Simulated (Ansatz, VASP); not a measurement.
**Ge3Cl in VASP and in Ansatz**

```xyz
8
Lattice="7.6379 0.0000 0.0000 -3.8190 6.6146 0.0000 0.0000 0.0000 3.7084" Properties=species:S:1:pos:R:3 pbc="T T T"
Ge    1.6628    0.9600    2.7813
Ge    5.9751    0.9600    2.7813
Ge    3.8190    4.6946    2.7813
Ge    2.1562    5.6546    0.9271
Ge   -2.1562    5.6546    0.9271
Ge    0.0000    1.9200    0.9271
Cl    3.8190    2.2049    0.9271
Cl    0.0000    4.4098    2.7813
```

Change from the starting cell: species swapped into the Ca3Eu type (P6_3/mmc, No. 194).

Alike in both runs: functional PBE; k mesh 6 × 6 × 10; occupations gaussian, width 0.1 eV; no spin polarisation.

Ansatz relaxed the structure, and its values are those at the end. VASP's run is a single point on that final structure, the one shown.

|  | VASP | Ansatz |
| --- | --- | --- |
| version | VASP 6.6.1 | Ansatz 0.2.0 |
| potentials or method | VASP PAW PBE potentials, release 64 (Ge_d, Cl), cutoff 520 eV | scalar-relativistic, plane waves, PAW |
| valence electrons in the cell | 98 | 98 |

|  | VASP | Ansatz | Ansatz less VASP |
| --- | --- | --- | --- |
| gap on the k mesh at the Fermi level (eV) | none | none | - |
| pressure (GPa) | 0.0 | 0.0 | 0.00 |

A gap of «none» marks a metal or a gap that the smearing closes. With one functional, cell and mesh, what is left measures potentials, basis and numerics.
